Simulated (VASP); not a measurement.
Write the native input for VASP 6.6.1 that does the following.

| Property | Result |
| --- | --- |
| Task | relaxation of cell and atoms |
| Functional | PBE |
| Potentials or basis | VASP PAW PBE potentials, release 64 (Pt, C) |
| Cutoff | 600 eV |
| k mesh | 6 × 6 × 6 |
| Occupations | gaussian, width 0.1 eV |
| Spin | no spin polarisation |
| Dipole correction | no |
| Further INCAR settings | ALGO = Fast; EDIFF = 1e-06; IBRION = 2; EDIFFG = -0.04; NSW = 90; ISIF = 3 |

The structure of Pt2C lies in POSCAR:

```
Pt2C
1.0
    3.4715637500      0.0000000000      0.0000000000
    0.0000000000      3.4715637500      0.0000000000
    0.0000000000      0.0000000000      3.5103472800
Pt C
2 1
Direct
    0.5000000000      0.0000000000      0.7413226400
    0.0000000000      0.5000000000      0.2586773600
    0.0000000000      0.0000000000      0.0000000000
```

The cell was generated, and may not be a known phase.

One way to write it, as run:

INCAR

```
SYSTEM = Pt2C
  PREC = Accurate
  ENCUT = 600
  EDIFF = 1E-6
  ISMEAR = 0
  SIGMA = 0.1
  LREAL = .FALSE.
  LASPH = .TRUE.
  NELM = 60
  ALGO = Fast
  ISIF = 3
  LWAVE = .FALSE.
  LCHARG = .FALSE.
  GGA = PE
  IBRION = 2
  NSW = 90
  EDIFFG = -0.04
```

KPOINTS

```
regular mesh
0
G
  6 6 6
  0 0 0
```

Potentials or basis: VASP PAW PBE potentials, release 64 (Pt, C).

The run is started by

```sh
$ cat potpaw_PBE.64/Pt/POTCAR potpaw_PBE.64/C/POTCAR > POTCAR
$ mpirun -np 1 vasp_std > vasp.out
```

Results of the run:

* Relaxed volume: 13.56 Å³/atom
* Relaxed cell: a = 2.862 Å, b = 2.862 Å, c = 4.967 Å, α = 90.00°, β = 90.00°, γ = 90.00°
* Space group after relaxing (to 0.1 Å): P-4m2 (No. 115)
* Energy gained by relaxing: 249.0 meV/atom
* Ionic steps: 27
* Pressure after relaxing: 0.0 GPa
* Largest force after relaxing: 0.014 eV/Å
* Band gap on the k mesh: zero (bands 12 and 13 overlap by 2.58 eV)

Caveat: a cell axis changed by over 15 % at a fixed basis, so the end point is rough; spin-orbit coupling is left out, which moves the levels of the heavy elements.

Run time: 8.7 min on 1 thread of Oxide Virtual Turin-like Processor (shared host), peak memory 0.16 GiB.
